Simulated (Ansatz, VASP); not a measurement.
**BP: VASP beside Ansatz**

```xyz
2
Lattice="0.0000 2.2383 2.2383 2.2383 0.0000 2.2383 2.2383 2.2383 0.0000" Properties=species:S:1:pos:R:3 pbc="T T T"
P     3.3575    3.3575    3.3575
B     0.0000    0.0000    0.0000
```

Alike in both runs: task single point; functional r2SCAN0; k mesh 5 × 5 × 5; occupations fermi-dirac, width 0.05 eV; no spin polarisation.

```csv
,VASP,Ansatz
version,VASP 6.6.1,Ansatz 0.2.0
potentials or method,"VASP PAW PBE potentials, release 64 (P, B)",Ansatz PAW
plane-wave cutoff (eV),520,500
valence electrons in the cell,8,8
```

|  | VASP | Ansatz | Ansatz less VASP |
| --- | --- | --- | --- |
| gap on the k mesh at the Fermi level (eV) | 2.77 | 2.71 | -0.059 |
| least direct gap on the mesh (eV) | 5.26 | 5.19 | -0.069 |
| pressure (GPa) | 4.8 | 5.7 | +0.85 |

VASP's potentials were made for PBE, not for r2SCAN0.

The k mesh is coarse, so the values compare programs but aren't converged. Noted on Ansatz's run: odd divisions of the mesh miss points on the zone boundary, where band edges often lie, so the gap on the mesh can be too wide.
